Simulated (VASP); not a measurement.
# W (Im-3m) in VASP: a series of runs, part 2 of 2

VASP 6.6.1.

## Step 3: Relaxation of cell and atoms, PBE

This run uses another cell than the first one, of 15.93 Å³/atom, 0.986 times its volume.

Input file INCAR:

```
PREC = Accurate ; ENCUT = 600
EDIFF = 1E-6 ; ISMEAR = 0
SIGMA = 0.1 ; LREAL = False
LASPH = True ; NELM = 100
ALGO = Fast ; ISIF = 3
LWAVE = False ; LCHARG = False
GGA = PE ; IBRION = 2
NSW = 90 ; EDIFFG = -0.04
```

Input file KPOINTS:

```
regular mesh
0
Gamma
  8 8 8
```

Input file POSCAR:

```
W
1.0
   -1.5851577801      1.5851577801      1.5851577801
    1.5851577801     -1.5851577801      1.5851577801
    1.5851577801      1.5851577801     -1.5851577801
W
1
Direct
    0.0000000000      0.0000000000      0.0000000000
```

Potentials or basis: VASP PAW PBE potentials, release 64 (W_sv).

Command:

```
> cat potpaw_PBE.64/W_sv/POTCAR > POTCAR
> mpirun -np 1 vasp_std > vasp.out
```

Run time: 14 s. Hardware: 1 thread of AMD EPYC 7R13 (Zen 3), shared host; peak memory 0.12 GiB.

It converged, with:

* Free energy: -12.9563 eV
* Relaxed volume: 16.19 Å³/atom
* Relaxed cell: a = 2.760 Å, b = 2.760 Å, c = 2.760 Å, α = 109.47°, β = 109.47°, γ = 109.47°
* Space group after relaxing (to 0.05 Å): Im-3m (No. 229)
* Energy gained by relaxing: 3.7 meV/atom
* Ionic steps: 3
* Pressure after relaxing: -0.1 GPa
* Band gap on the k mesh: zero (band 7 reaches 16.16 eV, above the bottom of band 8 at 9.95 eV)

The path:
| step | energy change (eV) | largest force (eV/Å) | pressure (GPa) | volume (Å³) |
| --- | --- | --- | --- | --- |
| 1 | 0.0000 | 0.0000 | 4.93 | 15.93 |
| 2 | 0.0411 | 0.0000 | -15.05 | 17.09 |
| 3 | -0.0037 | 0.0000 | -0.09 | 16.19 |

Final structure:
```
W
1.0
    -1.59354    1.59354    1.59354
     1.59354   -1.59354    1.59354
     1.59354    1.59354   -1.59354
W
1
Cartesian
  0.0000 0.0000 0.0000
```

Levels at points of the mesh, in eV from the Fermi level:
```csv
k point,band 5,band 6,band 7,band 8,band 9,band 10
"(0.00, 0.00, 0.00)",-9.31,-0.99,-0.99,-0.99,2.42,2.42
"(0.50, 0.00, 0.00)",-5.93,-3.26,0.81,2.30,3.26,6.18
"(0.50, 0.50, 0.50)",-5.46,-5.46,5.23,5.23,5.23,8.29
```

Caveat: spin-orbit coupling is left out, which moves the levels of the heavy elements.

## Step 4: Single point, PBE

Input file INCAR:

```
SYSTEM = W
  PREC = Accurate
  ENCUT = 520
  EDIFF = 1E-7
  ISMEAR = 0
  SIGMA = 0.1
  LREAL = .FALSE.
  LASPH = .TRUE.
  NELM = 100
  ALGO = Normal
  ISIF = 2
  LWAVE = .FALSE.
  LCHARG = .TRUE.
  GGA = PE
  LELF = .TRUE.
  LVHAR = .TRUE.
  NBANDS = 13
```

Input file KPOINTS:

```
regular mesh
0
G
  24 24 24
  0 0 0
```

Input file POSCAR:

```
W
1.0
   -1.5918739631      1.5918739631      1.5918739631
    1.5918739631     -1.5918739631      1.5918739631
    1.5918739631      1.5918739631     -1.5918739631
W
1
Direct
    0.0000000000      0.0000000000      0.0000000000
```

Command:

```
> cat potpaw_PBE.64/W_sv/POTCAR > POTCAR
> mpirun -np 1 vasp_std > vasp.out
```

It took 47 s on 1 thread of AMD EPYC 9R45 (Zen 5), shared host; peak memory 0.18 GiB.

It converged, with:

| Property | Result |
| --- | --- |
| Free energy | -12.9571 eV |
| Pressure | 0.5 GPa |
| Band gap on the k mesh | zero (band 7 reaches 16.22 eV, above the bottom of band 8 at 9.99 eV) |

Levels at points of the mesh, in eV from the Fermi level:
```
           k point  band 4  band 5  band 6  band 7  band 8  band 9  band 10  band 11
(0.00, 0.00, 0.00)  -37.83   -9.57   -1.24   -1.24   -1.24    2.18     2.18    14.44
(0.50, 0.00, 0.00)  -37.84   -6.20   -3.52    0.58    2.07    3.02     5.96    10.76
(0.50, 0.50, 0.50)  -38.68   -5.73   -5.73    5.00    5.00    5.00     8.07     8.07
```

Caveat: spin-orbit coupling is left out, which moves the levels of the heavy elements.

## Step 5: Relaxation of cell and atoms, PBE

This run uses another cell than the first one, of 16.13 Å³/atom, 0.998 times its volume.

Input file INCAR:

```
SYSTEM = W
PREC = Accurate
ENCUT = 600
EDIFF = 1E-7
ISMEAR = 0
SIGMA = 0.1
LREAL = .False.
LASPH = .True.
NELM = 80
ALGO = Normal
ISIF = 3
LWAVE = .False.
LCHARG = .False.
GGA = PE
IBRION = 2
NSW = 100
EDIFFG = -0.01
```

Input file KPOINTS:

```
Automatic mesh
0
Gamma
  24 24 24
  0 0 0
```

Input file POSCAR:

```
W
1.0
   -1.5917167920      1.5917167920      1.5917167920
    1.5917167920     -1.5917167920      1.5917167920
    1.5917167920      1.5917167920     -1.5917167920
W
1
Direct
    0.0000000000      0.0000000000      0.0000000000
```

Command:

```
> cat potpaw_PBE.64/W_sv/POTCAR > POTCAR
> mpirun -np 1 vasp_std > vasp.out
```

Wall time 83 s (1 thread of AMD EPYC 9R45 (Zen 5), shared host); peak memory 0.19 GiB.

It converged, with:

```
Free energy                            : -12.9574 eV
Relaxed volume                         : 16.16 Å³/atom
Relaxed cell                           : a = 2.759 Å, b = 2.759 Å, c = 2.759 Å, α = 109.47°, β = 109.47°, γ = 109.47°
Space group after relaxing (to 0.05 Å) : Im-3m (No. 229)
Energy gained by relaxing              : 0.1 meV/atom
Ionic steps                            : 3
Pressure after relaxing                : 0.0 GPa
Band gap on the k mesh                 : zero (band 7 reaches 16.19 eV, above the bottom of band 8 at 9.96 eV)
```

Final structure:
```
W
1.0
    -1.59283    1.59283    1.59283
     1.59283   -1.59283    1.59283
     1.59283    1.59283   -1.59283
W
1
Direct
  0.00000 0.00000 0.00000
```

Levels at points of the mesh, in eV from the Fermi level:
```
           k point  band 4  band 5  band 6  band 7  band 8  band 9  band 10  band 11
(0.00, 0.00, 0.00)  -37.84   -9.56   -1.23   -1.23   -1.23    2.18     2.18    14.44
(0.50, 0.00, 0.00)  -37.84   -6.18   -3.51    0.58    2.06    3.02     5.94    10.73
(0.50, 0.50, 0.50)  -38.68   -5.71   -5.71    4.99    4.99    4.99     8.06     8.06
```

Caveat: spin-orbit coupling is left out, which moves the levels of the heavy elements.

## Step 6: Single point, PBE

Input file INCAR:

```
PREC = Accurate
ENCUT = 520
EDIFF = 1E-6
ISMEAR = 0
SIGMA = 0.1
LREAL = False
LASPH = True
NELM = 80
ALGO = Normal
ISIF = 2
LWAVE = False
LCHARG = False
GGA = PE
NBANDS = 13
```

Input file KPOINTS:

```
regular mesh
0
Gamma
  24 24 24
```

Input file POSCAR:

```
W
1.0
   -1.5918756831      1.5918756831      1.5918756831
    1.5918756831     -1.5918756831      1.5918756831
    1.5918756831      1.5918756831     -1.5918756831
W
1
Direct
    0.0000000000      0.0000000000      0.0000000000
```

Potentials or basis: VASP PAW PBE potentials, release 64 (W_sv).

Command:

```
> cat potpaw_PBE.64/W_sv/POTCAR > POTCAR
> mpirun -np 1 vasp_std > vasp.out
```

It took 38 s on 1 thread of Intel Xeon Platinum 8259CL at 2.50GHz (Skylake/Cascade Lake), shared host; peak memory 0.21 GiB.

Results (log left out):

```yaml
Free_energy: -12.9571 eV
Pressure: 0.5 GPa
Band_gap_on_the_k_mesh: zero (band 7 reaches 16.22 eV, above the bottom of band 8 at 9.99 eV)
```

Levels at points of the mesh, in eV from the Fermi level:
```
           k point  band 4  band 5  band 6  band 7  band 8  band 9  band 10  band 11
(0.00, 0.00, 0.00)  -37.83   -9.57   -1.24   -1.24   -1.24    2.18     2.18    14.44
(0.50, 0.00, 0.00)  -37.84   -6.20   -3.52    0.58    2.07    3.02     5.96    10.76
(0.50, 0.50, 0.50)  -38.68   -5.73   -5.73    5.00    5.00    5.00     8.07     8.07
```

Caveat: spin-orbit coupling is left out, which moves the levels of the heavy elements.

## Step 7: Relaxation of cell and atoms, PBE

This run uses another cell than the first one, of 16.12 Å³/atom, 0.997 times its volume.

Input file INCAR:

```
SYSTEM = W
  ALGO = Fast
  EDIFF = 1E-7
  EDIFFG = -0.01
  ENCUT = 600
  GGA = PE
  IBRION = 2
  ISIF = 3
  ISMEAR = 0
  LASPH = .True.
  LCHARG = .False.
  LREAL = .False.
  LWAVE = .False.
  NELM = 80
  NSW = 100
  PREC = Accurate
  SIGMA = 0.1
```

Input file KPOINTS:

```
k-points
0
Gamma
  24 24 24
  0 0 0
```

Input file POSCAR:

```
W
1.0
   -1.5914148347      1.5914148347      1.5914148347
    1.5914148347     -1.5914148347      1.5914148347
    1.5914148347      1.5914148347     -1.5914148347
W
1
Direct
    0.0000000000      0.0000000000      0.0000000000
```

Command:

```
> cat potpaw_PBE.64/W_sv/POTCAR > POTCAR
> mpirun -np 1 vasp_std > vasp.out
```

It took 2 min on 1 thread of Intel Xeon Platinum 8259CL at 2.50GHz (Skylake/Cascade Lake), shared host; peak memory 0.23 GiB.

Results (log left out):

- Free energy: -12.9574 eV
- Relaxed volume: 16.17 Å³/atom
- Relaxed cell: a = 2.759 Å, b = 2.759 Å, c = 2.759 Å, α = 109.47°, β = 109.47°, γ = 109.47°
- Space group after relaxing (to 0.05 Å): Im-3m (No. 229)
- Energy gained by relaxing: 0.1 meV/atom
- Ionic steps: 3
- Pressure after relaxing: 0.0 GPa
- Band gap on the k mesh: zero (band 7 reaches 16.18 eV, above the bottom of band 8 at 9.96 eV)

Step by step:
```
step  energy change (eV)  largest force (eV/Å)  pressure (GPa)  volume (Å³)
   1              0.0000                0.0000            0.85        16.12
   2              0.0013                0.0000           -2.89        16.32
   3             -0.0001                0.0000            0.01        16.17
```

Final structure:
```
W
1.0
    -1.59285    1.59285    1.59285
     1.59285   -1.59285    1.59285
     1.59285    1.59285   -1.59285
W
1
Direct
  0.00000 0.00000 0.00000
```

Levels at points of the mesh, in eV from the Fermi level:
```
           k point  band 5  band 6  band 7  band 8  band 9  band 10
(0.00, 0.00, 0.00)   -9.56   -1.23   -1.23   -1.23    2.18     2.18
(0.50, 0.00, 0.00)   -6.18   -3.51    0.58    2.06    3.02     5.94
(0.50, 0.50, 0.50)   -5.71   -5.71    4.99    4.99    4.99     8.06
```

Caveat: spin-orbit coupling is left out, which moves the levels of the heavy elements.

## Step 8: Overview

```csv
task,cell,k mesh,cutoff (eV),gap on the mesh (eV),pressure (GPa),relaxed volume (Å³/atom)
single point,"a = 2.759 Å, angles 109.5°, 1 atom",8 × 8 × 8,520,none,0.2,-
relaxation of cell and atoms,"relaxed from a = 2.746 Å, angles 109.5°, 1 atom",8 × 8 × 8,600,none,-0.1,16.19
single point,"a = 2.757 Å, angles 109.5°, 1 atom",24 × 24 × 24,520,none,0.5,-
relaxation of cell and atoms,"relaxed from a = 2.757 Å, angles 109.5°, 1 atom",24 × 24 × 24,600,none,0.0,16.16
relaxation of cell and atoms,"relaxed from a = 2.756 Å, angles 109.5°, 1 atom",24 × 24 × 24,600,none,0.0,16.17
```

Alike in all rows: level PBE; potentials or basis VASP PAW PBE potentials, release 64 (W_sv); no spin polarisation; smearing gaussian 0.1 eV.

Caveats: spin-orbit coupling is left out, which moves the levels of the heavy elements.

Total energies depend on the potentials used, so only differences within one code and one set of settings carry meaning.
